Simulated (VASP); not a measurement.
Here is a VASP 6.6.1 calculation.

File INCAR:

```
PREC = Accurate
ENCUT = 520
EDIFF = 1E-7
ISMEAR = -1
SIGMA = 0.3275
LREAL = Auto
LASPH = T
NELM = 60
ALGO = Normal
ISIF = 2
LWAVE = F
LCHARG = T
GGA = PS
LELF = T
LVHAR = T
ISYM = 0
NBANDS = 76
```

File KPOINTS:

```
regular mesh
0
Gamma
  1 1 1
```

Contents of POSCAR:

```
AlGa3N4
1.0
    5.8442820000      0.0295190000      0.0072460000
    0.0295190000      5.8328170000      0.1297100000
    0.0072460000      0.1297100000      5.8621710000
Al Ga N
2 6 8
Direct
    0.9654242625      0.4314717054      1.5408152271
    0.1809851973      0.9694915617      0.4209284974
    0.4190243881      0.1522856184      0.7147380692
    0.7012449114     -0.0330577537      1.3230497201
    0.3257737485      0.6385219142      0.8463727459
    0.9392032161      0.8307724694      0.7099057732
    0.4529223470      0.4417850498      0.3254246909
    0.0206917849      0.6455494127      1.1108751098
    0.7243886829      0.4373590970      0.8429280263
    0.4899363292     -0.1303763541      0.6144783286
    0.3294627736      1.0983030127      0.1879431407
    1.2337819310      1.1399190114      1.0049957808
   -0.0489046407      1.1349719915      1.5309512715
    0.6967692981      0.2561964758      0.9043705762
    0.2647642737      0.4256908003      0.6076392457
    0.7550383835      0.5786354378      1.3218364304
```

Potentials or basis: VASP PAW PBE potentials, release 64 (Al, Ga_d, N).

Launch:

```console
$ cat potpaw_PBE.64/Al/POTCAR potpaw_PBE.64/Ga_d/POTCAR potpaw_PBE.64/N/POTCAR > POTCAR
$ mpirun -np 1 vasp_gam > vasp.out
```

Task: Predict the pressure.

Result: 10.7 GPa.

Task: What does it give for the largest force?

Result: 7.970 eV/Å.

Forces in eV/Å, atoms in the order of the input:
```
Al  -1.354  1.891 -0.380
Al   0.598 -2.863 -1.026
Ga  -0.306  0.621  2.659
Ga   0.244 -0.455 -0.325
Ga   1.599  0.538 -0.717
Ga  -1.799  0.524  2.300
Ga   0.360  1.067 -0.726
Ga  -1.131  1.556  0.600
N    1.680  7.332 -1.700
N    0.077 -0.040 -0.248
N    2.131 -0.284  0.958
N   -0.569  0.070 -3.431
N   -1.982 -2.375 -0.161
N   -1.672 -7.428  2.356
N    2.376  0.042 -0.118
N   -0.253 -0.197 -0.040
```

Caveat: the k points lie up to 1.08 Å⁻¹ apart, too coarse for converged energies, forces and pressures; the standard files for N, O and F lose accuracy on very short bonds; the atoms stand as in a frame of molecular dynamics; so wide a smearing shifts energies and pressures; the PAW data sets were made with another functional, which shifts forces and pressure a little.
